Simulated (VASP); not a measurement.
Here is a VASP 6.6.1 calculation.

Contents of INCAR:

```
SYSTEM = Se
PREC     = Accurate       ! precision mode
ENCUT    = 520            ! plane-wave cutoff, eV
EDIFF    = 1E-8           ! SCF threshold, eV
ISMEAR   = -1             ! smearing method
SIGMA    = 0.03           ! smearing width, eV
LREAL    = .FALSE.        ! projectors in reciprocal space
LASPH    = .TRUE.         ! aspherical terms in the spheres
NELM     = 100            ! most SCF steps
ALGO     = Normal         ! electronic algorithm
ISIF     = 2              ! what is computed and relaxed
LWAVE    = .FALSE.        ! write WAVECAR
LCHARG   = .FALSE.        ! write CHGCAR
GGA      = PE             ! functional
LEFG     = .TRUE.       
NBANDS   = 16             ! bands
```

File KPOINTS:

```
Automatic mesh
0
G
  8 8 6
  0 0 0
```

The input POSCAR:

```
Se
1.0
    4.3116179808      0.0000000000      0.0000000000
   -2.1558089904      3.7339707028      0.0000000000
    0.0000000000      0.0000000000      4.9494500000
Se
3
Direct
    0.2170000000      0.0000000000      0.1666666667
    0.0000000000      0.2170000000      0.8333333333
    0.7830000000      0.7830000000      0.5000000000
```

Potentials or basis: VASP PAW PBE potentials, release 64 (Se).

Command:

```console
$ cat potpaw_PBE.64/Se/POTCAR > POTCAR
$ mpirun -np 1 vasp_std > vasp.out
```

Problem. Estimate the pressure.

Solution. 6.9 GPa.

Problem. Predict the largest force.

Solution. 1.410 eV/Å.

Problem. Estimate the band gap on the k mesh.

Solution. 1.05 eV, indirect (least direct gap 1.11 eV).

Forces on the atoms (eV/Å):
```
Se   1.410  0.000  0.000
Se  -0.705  1.221  0.000
Se  -0.705 -1.221  0.000
```

Caveat: the cell differs from its parent crystal (equal xx and yy strain of -1 %); without QUAD_EFG the Cq values of the log hold for a quadrupole moment of 1 mb, not for the nuclei; forces of over 1 eV/Å act on the atoms, so gaps and moduli don't describe the material at rest. A k mesh can miss the band edges.
